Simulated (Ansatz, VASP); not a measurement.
**Two plane-wave programs on Os**

```xyz
2
Lattice="2.7394 0.0000 0.0000 -1.3697 2.3724 0.0000 0.0000 0.0000 4.3138" Properties=species:S:1:pos:R:3 pbc="T T T"
Os    0.0000    1.5816    1.0785
Os    1.3697    0.7908    3.2354
```

Alike in both runs: functional r2SCAN; k mesh 13 × 13 × 7; occupations fermi-dirac, width 0.1 eV; no spin polarisation.

Ansatz relaxed the structure, and its values are those at the end. VASP's run is a single point on that final structure, the one shown.

|  | VASP | Ansatz |
| --- | --- | --- |
| version | VASP 6.6.1 | Ansatz 0.2.0 |
| potentials or method | VASP PAW PBE potentials, release 64 (Os), cutoff 520 eV | plane waves (500 eV) with PAW, scalar-relativistic |
| valence electrons in the cell | 16 | 32 |

Ansatz gave:

* pressure (GPa): 0.0

Question: Estimate VASP's values.

Answer: Pressure (GPa): 1.0.

VASP's potentials were made for PBE, not for r2SCAN. VASP's potentials hold 16 valence electrons a cell and Ansatz's 32, so a difference there can come from the potentials and not from the codes.

Spin-orbit coupling is off throughout.
